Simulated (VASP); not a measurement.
# I (P6_3/mmc) in VASP: notebook

Runs on I. Level: PBEsol. Tasks: relaxation of cell and atoms, single point.

Program: VASP 6.6.1. These are calculated values, not measurements. Logs are shortened: lines on timing, memory, paths and dates and some standing lists are left out, and cuts for length are marked.

## (1) The cell of the first run

Symmetry: P6_3/mmc, No. 194, hexagonal system. Conventional cell: a = 4.165 Å, b = 4.165 Å, c = 9.512 Å, α = 90.00°, β = 90.00°, γ = 120.00°. I (site symmetry -3m) has 12 I at 3.38 to 4.16 Å within 4.4 Å. I (site symmetry -6m2) has 12 I at 3.38 to 4.16 Å within 4.4 Å.

## (2) Relaxation of cell and atoms, PBEsol

The input, INCAR:

```
SYSTEM = I
  PREC = Accurate
  ENCUT = 600
  EDIFF = 1E-6
  ISMEAR = 0
  SIGMA = 0.1
  LREAL = .False.
  LASPH = .True.
  NELM = 100
  ALGO = Normal
  ISIF = 3
  LWAVE = .False.
  LCHARG = .False.
  GGA = PS
  IBRION = 2
  NSW = 100
  EDIFFG = -0.01
```

The input, KPOINTS:

```
Automatic mesh
0
Gamma
  15 15 6
  0 0 0
```

The input, POSCAR:

```
I
1.0
    4.1648651771      0.0000000000      0.0000000000
   -2.0824325886      3.6068790467      0.0000000000
    0.0000000000      0.0000000000      9.5123729041
I
4
Direct
    0.0000000000      0.0000000000      0.0000000000
    0.0000000000      0.0000000000      0.5000000000
    0.3333333333      0.6666666667      0.7500000000
    0.6666666667      0.3333333333      0.2500000000
```

Potentials or basis: VASP PAW PBE potentials, release 64 (I).

Command:

```sh
cat potpaw_PBE.64/I/POTCAR > POTCAR
mpirun -np 1 vasp_std > vasp.out
```

OUTCAR:

```text
SYSTEM = I
   PREC = Accurate
   ENCUT = 600
   EDIFF = 1E-6
   ISMEAR = 0
   LREAL = .False.
   LASPH = .True.
   NELM = 100
   ISIF = 3
   GGA = PS
   IBRION = 2
   NSW = 100
   EDIFFG = -0.01

 ion  position               nearest neighbor table
   1  0.000  0.000  0.000-   3 3.38   4 3.38   4 3.38   3 3.38   4 3.38   3 3.38
   2  0.000  0.000  0.500-   3 3.38   4 3.38   4 3.38   3 3.38   4 3.38   3 3.38
   3  0.333  0.667  0.750-   1 3.38   2 3.38   1 3.38   2 3.38   1 3.38   2 3.38
   4  0.667  0.333  0.250-   1 3.38   2 3.38   1 3.38   2 3.38   1 3.38   2 3.38

  LATTYP: Found a hexagonal cell.
 ALAT       =     4.1648651771
 C/A-ratio  =     2.2839569829

  Lattice vectors:

 A1 = (   4.1648651771,   0.0000000000,   0.0000000000)
 A2 = (  -2.0824325886,   3.6068790467,   0.0000000000)
 A3 = (   0.0000000000,   0.0000000000,   9.5123729041)

Analysis of symmetry for initial positions (statically):
=====================================================================
 Subroutine PRICEL returns:
 Original cell was already a primitive cell.

 Routine SETGRP: Setting up the symmetry group for a
 hexagonal supercell.

 Subroutine GETGRP returns: Found 24 space group operations
 (whereof 12 operations were pure point group operations)
 out of a pool of 24 trial point group operations.

The static configuration has the point symmetry D_3d.
 The point group associated with its full space group is D_6h.

Analysis of symmetry for dynamics (positions and initial velocities):
=====================================================================
 Subroutine PRICEL returns:
 Original cell was already a primitive cell.

 Routine SETGRP: Setting up the symmetry group for a
 hexagonal supercell.

 Subroutine GETGRP returns: Found 24 space group operations
 (whereof 12 operations were pure point group operations)
 out of a pool of 24 trial point group operations.

The dynamic configuration has the point symmetry D_3d.
 The point group associated with its full space group is D_6h.

 Subroutine INISYM returns: Found 24 space group operations
 (whereof 12 operations are pure point group operations),
 and found     1 'primitive' translations

----------------------------------------------------------------------------------------

                                     Primitive cell

  volume of cell :     142.8964

  direct lattice vectors                    reciprocal lattice vectors
     4.164865177  0.000000000  0.000000000     0.240103811  0.138624000  0.000000000
    -2.082432589  3.606879047  0.000000000     0.000000000  0.277247999  0.000000000
     0.000000000  0.000000000  9.512372904     0.000000000  0.000000000  0.105126240

  length of vectors
     4.164865177  4.164865177  9.512372904     0.277247999  0.277247999  0.105126240

  position of ions in fractional coordinates (direct lattice)
     0.000000000  0.000000000  0.000000000
     0.000000000  0.000000000  0.500000000
     0.333333333  0.666666667  0.750000000
     0.666666667  0.333333333  0.250000000

  ion indices of the primitive-cell ions
   primitive index   ion index
                 1           1
                 2           2
                 3           3
                 4           4

----------------------------------------------------------------------------------------

 KPOINTS: Automatic mesh

Automatic generation of k-mesh.
 Grid dimensions read from file:
 generate k-points for:   15   15    6

 Generating k-lattice:

  Cartesian coordinates                     Fractional coordinates (reciprocal lattice)
     0.016006921  0.009241600  0.000000000     0.066666667  0.000000000  0.000000000
     0.000000000  0.018483200  0.000000000     0.000000000  0.066666667  0.000000000
     0.000000000  0.000000000  0.017521040     0.000000000  0.000000000  0.166666667

  Length of vectors
     0.018483200  0.018483200  0.017521040

  Shift w.r.t. Gamma in fractional coordinates (k-lattice)
     0.000000000  0.000000000  0.000000000

 Subroutine IBZKPT returns following result:
 ===========================================

 Found    108 irreducible k-points:

 Following reciprocal coordinates:
            Coordinates               Weight
  0.000000  0.000000  0.000000      1.000000
  0.066667  0.000000  0.000000      6.000000
  0.133333  0.000000  0.000000      6.000000
  0.200000  0.000000  0.000000      6.000000
  0.266667  0.000000  0.000000      6.000000
  0.333333  0.000000  0.000000      6.000000
[... 16 lines left out ...]
  0.333333  0.200000  0.000000     12.000000
  0.400000  0.200000  0.000000      6.000000
 [... further k-points ...]
   k-points           NKPTS =    108   k-points in BZ     NKDIM =    108   number of bands    NBANDS=     18
   number of dos      NEDOS =    301   number of ions     NIONS =      4
   total plane-waves  NPLWV = 103680
   dimension x,y,z NGX =    36 NGY =   36 NGZ =   80
   dimension x,y,z NGXF=    72 NGYF=   72 NGZF=  160
   ions per type =               4
   NGX,Y,Z   is equivalent  to a cutoff of  14.37, 14.37, 13.98 a.u.
   NGXF,Y,Z  is equivalent  to a cutoff of  28.74, 28.74, 27.96 a.u.
 SYSTEM =  I
   PREC   = accura    normal or accurate (medium, high low for compatibility)
   ISTART =      0    job   : 0-new  1-cont  2-samecut
   ICHARG =      2    charge: 1-file 2-atom 10-const
   ISPIN  =      1    spin polarized calculation?
   LNONCOLLINEAR =      F non collinear calculations
   LSORBIT =      F    spin-orbit coupling
   LASPH  =      T    aspherical Exc in radial PAW
   ENCUT  =  600.0 eV  44.10 Ry    6.64 a.u.   8.32  8.32 19.00*2*pi/ulx,y,z
   NELM   =    100;   NELMIN=  2; NELMDL= -5     # of ELM steps
   EDIFF  = 0.1E-05   stopping-criterion for ELM
   LREAL  =      F    real-space projection
   EDIFFG = -.1E-01   stopping-criterion for IOM
   NSW    =    100    number of steps for IOM
   IBRION =      2    ionic relax: 0-MD 1-quasi-New 2-CG
   NFREE  =      1    steps in history (QN), initial steepest desc. (CG)
   ISIF   =      3    stress and relaxation
   ISYM   =      2    0-nonsym 1-usesym 2-fastsym
   POTIM  = 0.5000    time-step for ionic-motion
   TEBEG  =    0.0;   TEEND  =   0.0 temperature during run
   PSTRESS=    0.0 pullay stress
   NELECT =      28.0000    total number of electrons
   NUPDOWN=      -1.0000    fix difference up-down
   EMIN   =  10.00;   EMAX   =-10.00  energy-range for DOS
   EFERMI =   0.00;   METHOD = LEGACY
   ISMEAR =     0;   SIGMA  =   0.10  broadening in eV -4-tet -1-fermi 0-gaus
   EFERMI_NEDOS =   21; number of points for ismear=-14 and -15
   IALGO  =     38    algorithm
   IMIX   =      4    mixing-type and parameters
     AMIX     =   0.40;   BMIX     =  1.00
     AMIX_MAG =   1.60;   BMIX_MAG =  1.00
  volume/ion in A,a.u.               =      35.72       241.08
  Fermi-wavevector in a.u.,A,eV,Ry     =   0.950868  1.796881 12.301715  0.904151
  Thomas-Fermi vector in A             =   2.079285
   LORBIT       =      0    0 simple, 1 ext, 2 COOP (PROOUT), +10 PAW based schemes
   GGA     = PS    functional components
   LHFCALC =     F    Hartree Fock is set to
   AEXX    =    0.0000 exact exchange contribution
   IVDW    =     0    specifies the selected vdW correction
   LEPSILON=     F    determine dielectric tensor
   LRPA    =     F    only Hartree local field effects (RPA)
 conjugate gradient relaxation of ions
 non-spin polarized calculation
 Gauss-broadening in eV      SIGMA  =   0.10
  energy-cutoff  :      600.00
  volume of cell :      142.90
 maximum number of plane-waves:      4800
 NGX is ok and might be reduce to    36
   NGX = 17   NGY = 17   NGZ = 37

--------------------------------------- Ionic step        1  -------------------------------------------

 number of electron      28.0000002 magnetization

 Free energy of the ion-electron system (eV)
  ---------------------------------------------------
  ext. energy  EPLUGINS =         0.00000000
  ---------------------------------------------------
  free energy    TOTEN  =        -5.79601058 eV

  energy without entropy =       -5.77483259  energy(sigma->0) =       -5.78542159

------------------------ aborting loop because EDIFF is reached ----------------------------------------

  FORCE on cell =-STRESS in cart. coord.  units (eV):
  Direction    XX          YY          ZZ          XY          YZ          ZX
  --------------------------------------------------------------------------------------
  -------------------------------------------------------------------------------------
  Total        0.0304755      0.0304755     -0.0527580     -0.0000000     -0.0000000     -0.0000000
  in kB        0.3416966      0.3416966     -0.5915313     -0.0000000     -0.0000000     -0.0000000
  external PRESSURE =       0.0306206 kB  Pullay stress =       0.0000000 kB

 VOLUME and BASIS-vectors are now :
 -----------------------------------------------------------------------------
  energy-cutoff  :      600.00
  volume of cell :      142.90
      direct lattice vectors                 reciprocal lattice vectors
     4.164865177  0.000000000  0.000000000     0.240103811  0.138624000  0.000000000
    -2.082432589  3.606879047  0.000000000     0.000000000  0.277247999  0.000000000
     0.000000000  0.000000000  9.512372904     0.000000000  0.000000000  0.105126240

 POSITION                                       TOTAL-FORCE (eV/Angst)
 -----------------------------------------------------------------------------------
      0.00000      0.00000      0.00000        -0.000000     -0.000000     -0.000000
      0.00000      0.00000      4.75619         0.000000     -0.000000     -0.000000
     -0.00000      2.40459      7.13428        -0.000000      0.000000      0.000000
      2.08243      1.20229      2.37809         0.000000     -0.000000      0.000000
 -----------------------------------------------------------------------------------
    total drift:                               -0.000000      0.000000     -0.000000

  FREE ENERGIE OF THE ION-ELECTRON SYSTEM (eV)
  ---------------------------------------------------
  free  energy   TOTEN  =        -5.7960105784 eV

  energy  without entropy=       -5.7748325927  energy(sigma->0) =       -5.78542159

--------------------------------------- Ionic step        2  -------------------------------------------

 number of electron      28.0000002 magnetization

 Free energy of the ion-electron system (eV)
  ---------------------------------------------------
  ext. energy  EPLUGINS =         0.00000000
  ---------------------------------------------------
  free energy    TOTEN  =        -5.79605816 eV

  energy without entropy =       -5.77491975  energy(sigma->0) =       -5.78548896

 E-fermi :   4.6383     XC(G=0):  -9.0915

 val. band max:        4.6330096758   @ k =   0.2667   0.2000   0.3333
 cond. band min:       4.6422266923   @ k =   0.0667   0.0667   0.0000
 fundamental gap:      0.0092170165
 Fermi energy:         4.6383368104

 k-point     1 :       0.0000    0.0000    0.0000
  band No.  band energies     occupation
      1      -9.4106      2.00000
      2      -8.3165      2.00000
      3      -8.2530      2.00000
      4      -6.5957      2.00000
      5       0.0654      2.00000
      6       2.5549      2.00000
[... 10 lines left out ...]
     17       8.7805      0.00000
     18      10.4337      0.00000

 k-point     2 :       0.0667    0.0000    0.0000
  band No.  band energies     occupation
      1      -9.3804      2.00000
      2      -8.2981      2.00000
      3      -8.2342      2.00000
      4      -6.6125      2.00000
      5       0.1033      2.00000
      6       2.2665      2.00000
[... 10 lines left out ...]
     17       8.9239      0.00000
     18      10.5834      0.00000
[... 442 lines left out ...]
 k-point    24 :       0.4000    0.2000    0.0000
  band No.  band energies     occupation
      1      -8.1124      2.00000
      2      -7.8636      2.00000
      3      -7.7207      2.00000
      4      -7.5244      2.00000
      5      -0.3162      2.00000
      6      -0.0157      2.00000
[... 10 lines left out ...]
     17       9.7891      0.00000
     18      10.5860      0.00000

 [... further k-points ...]

------------------------ aborting loop because EDIFF is reached ----------------------------------------

  FORCE on cell =-STRESS in cart. coord.  units (eV):
  Direction    XX          YY          ZZ          XY          YZ          ZX
  --------------------------------------------------------------------------------------
  -------------------------------------------------------------------------------------
  Total        0.0323745      0.0323745     -0.0294288     -0.0000000      0.0000000      0.0000000
  in kB        0.3629520      0.3629520     -0.3299279     -0.0000000      0.0000000      0.0000000
  external PRESSURE =       0.1319920 kB  Pullay stress =       0.0000000 kB

 VOLUME and BASIS-vectors are now :
 -----------------------------------------------------------------------------
  energy-cutoff  :      600.00
  volume of cell :      142.91
      direct lattice vectors                 reciprocal lattice vectors
     4.166395995 -0.000000000 -0.000000000     0.240015592  0.138573066  0.000000000
    -2.083197998  3.608204774  0.000000000     0.000000000  0.277146133  0.000000000
    -0.000000000 -0.000000000  9.506320212     0.000000000  0.000000000  0.105193174

 POSITION                                       TOTAL-FORCE (eV/Angst)
 -----------------------------------------------------------------------------------
      2.08320      3.60820      9.50632         0.000000     -0.000000     -0.000000
      2.08320      3.60820      4.75316         0.000000     -0.000000     -0.000000
     -0.00000      2.40547      7.12974        -0.000000      0.000000     -0.000000
      2.08320      1.20273      2.37658         0.000000     -0.000000      0.000000
 -----------------------------------------------------------------------------------
    total drift:                                0.000000      0.000000      0.000000

  FREE ENERGIE OF THE ION-ELECTRON SYSTEM (eV)
  ---------------------------------------------------
  free  energy   TOTEN  =        -5.7960581629 eV

  energy  without entropy=       -5.7749197506  energy(sigma->0) =       -5.78548896

 reached required accuracy - stopping structural energy minimisation
```

Run time: 6.9 min. Hardware: 1 thread of Intel Xeon Platinum 8375C at 2.90GHz (Ice Lake), shared host; peak memory 0.49 GiB.

What came out:

| Item | Value |
| --- | --- |
| Free energy | -5.7961 eV |
| Energy gained by relaxing | 0.0 meV/atom |
| Ionic steps | 2 |
| Pressure after relaxing | 0.0 GPa |
| Band gap on the k mesh | zero (band 14 reaches 4.96 eV, above the bottom of band 15 at 4.19 eV) |

Final structure:
```
I
1.0
     4.16640    0.00000    0.00000
    -2.08320    3.60820    0.00000
     0.00000    0.00000    9.50632
I
4
Direct
  0.00000 0.00000 0.00000
  0.00000 0.00000 0.50000
  0.33333 0.66667 0.75000
  0.66667 0.33333 0.25000
```

Caveat: the PAW data sets were made with another functional, which shifts forces and pressure a little; spin-orbit coupling is left out, which moves the levels of the heavy elements.

## (3) Single point, PBEsol

The input, INCAR:

```
PREC = Accurate
ENCUT = 520
EDIFF = 1E-7
ISMEAR = 0
SIGMA = 0.1
LREAL = False
LASPH = True
NELM = 100
ALGO = Normal
ISIF = 2
LWAVE = False
LCHARG = False
GGA = PS
NBANDS = 22
```

The input, KPOINTS:

```
regular mesh
0
Gamma
  15 15 4
```

POSCAR is that of step 2.

Potentials or basis: VASP PAW PBE potentials, release 64 (I).

Command:

```sh
cat potpaw_PBE.64/I/POTCAR > POTCAR
mpirun -np 1 vasp_std > vasp.out
```

Wall time 3.6 min (1 thread of Intel Xeon Platinum 8375C at 2.90GHz (Ice Lake), shared host); peak memory 0.36 GiB.

Results (log left out):

| Item | Value |
| --- | --- |
| Free energy | -5.7954 eV |
| Pressure | 0.0 GPa |
| Band gap on the k mesh | zero (band 14 reaches 4.96 eV, above the bottom of band 15 at 4.19 eV) |

Levels at points of the mesh, in eV from the Fermi level:
```csv
k point,band 10,band 11,band 12,band 13,band 14,band 15,band 16,band 17,band 18,band 19
"(0.00, 0.00, 0.00)",-1.31,-1.31,-1.16,-1.16,-0.12,-0.12,1.05,4.13,5.78,6.13
"(0.00, 0.00, 0.50)",-1.86,-0.49,-0.49,-0.49,-0.49,-0.03,-0.03,4.85,4.85,6.58
```

Caveat: the PAW data sets were made with another functional, which shifts forces and pressure a little; spin-orbit coupling is left out, which moves the levels of the heavy elements.
